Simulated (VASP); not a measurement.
The system is Sb.

```
Sb
1.0
     2.15420    1.24373    3.75800
    -2.15420    1.24373    3.75800
     0.00000   -2.48746    3.75800
Sb
2
Direct
  0.76651 0.76651 0.76651
  0.23349 0.23349 0.23349
```

| Item | Value |
| --- | --- |
| Program | VASP 6.6.1 |
| Task | relaxation of cell and atoms |
| Functional | PBE |
| Potentials or basis | VASP PAW PBE potentials, release 64 (Sb) |
| Cutoff | 600 eV |
| k mesh | 6 × 6 × 6 |
| Occupations | fermi-dirac, width 0.05 eV |
| Spin | non-collinear spin, zero start, spin-orbit coupling |
| Starting moments | [[0.0, 0.0, 0.0], [0.0, 0.0, 0.0]] μB |

At the start: pressure 2.9 GPa; volume 30.21 Å³/atom.

Question: How do energy, volume and symmetry change on relaxing?

Answer: Over 10 steps the energy falls by 15.3 meV/atom and the volume is 32.19 Å³/atom (+6.6 %); space group R-3m (No. 166, to 0.1 Å) before and after; moment 0.00 μB per cell.

The path:
| step | energy change (eV) | largest force (eV/Å) | pressure (GPa) | volume (Å³) |
| --- | --- | --- | --- | --- |
| 1 | 0.0000 | 0.1187 | 2.90 | 60.41 |
| 2 | -0.0166 | 0.3015 | -1.43 | 65.33 |
| 3 | -0.0262 | 0.1532 | 0.07 | 63.38 |
| 4 | -0.0281 | 0.1074 | 0.05 | 63.61 |
| 5 | -0.0301 | 0.0066 | 0.03 | 64.09 |
| 6 | -0.0301 | 0.0129 | 0.03 | 64.17 |
| 7 | -0.0305 | 0.0043 | -0.01 | 64.30 |
| 8 | -0.0307 | 0.0053 | -0.05 | 64.43 |
| 9 | -0.0307 | 0.0099 | 0.08 | 64.29 |
| 10 | -0.0307 | 0.0007 | 0.00 | 64.38 |

Final structure:
```cif
data_structure
_symmetry_space_group_name_H-M 'P 1'
_symmetry_Int_Tables_number 1
_cell_length_a 4.6259
_cell_length_b 4.6259
_cell_length_c 4.6259
_cell_angle_alpha 56.528
_cell_angle_beta 56.528
_cell_angle_gamma 56.528
_cell_volume 64.38
loop_
_atom_site_label
_atom_site_type_symbol
_atom_site_fract_x
_atom_site_fract_y
_atom_site_fract_z
_atom_site_occupancy
Sb1 Sb 0.76838 0.76838 0.76838 1
Sb2 Sb 0.23162 0.23162 0.23162 1
```
